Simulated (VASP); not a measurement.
Here is a VASP 6.6.1 calculation.

The input INCAR:

```
SYSTEM = Ti3Si4Ni
ALGO = Normal
EDIFF = 1E-6
ENCUT = 520
GGA = PE
ISIF = 2
ISMEAR = 0
LASPH = .TRUE.
LCHARG = .FALSE.
LREAL = .FALSE.
LWAVE = .FALSE.
NBANDS = 41
NELM = 60
PREC = Accurate
SIGMA = 0.2
```

File KPOINTS:

```
k-points
0
G
  6 6 4
  0 0 0
```

Contents of POSCAR:

```
Ti3Si4Ni
1.0
   -3.6430016418      0.0000000000      0.0000000000
    0.0000000000      0.0000000000     -4.5968661261
    0.0000000000     -6.8348979068      0.0000000000
Ti Si Ni
3 4 1
Direct
    1.0000000000      0.9999961192      0.5000000000
    0.5000000000      0.5099704848      0.5000000000
    1.0000000000      0.8687990017      1.0000000000
    1.0000000000      0.3979497588      0.2246271972
    1.0000000000      0.3979497588      0.7753728028
    0.5000000000      0.0150495439      0.7539258277
    0.5000000000      0.0150495439      0.2460741723
    0.5000000000      0.3892357891      0.0000000000
```

Potentials or basis: VASP PAW PBE potentials, release 64 (Ti_sv, Si, Ni).

Run with:

```bash
$ cat potpaw_PBE.64/Ti_sv/POTCAR potpaw_PBE.64/Si/POTCAR potpaw_PBE.64/Ni/POTCAR > POTCAR
$ mpirun -np 1 vasp_std > vasp.out
```

(1) Predict the pressure.

(2) Predict the band gap on the k mesh.

Results:

(1) 0.1 GPa.

(2) zero (bands 31 and 32 overlap by 0.87 eV).
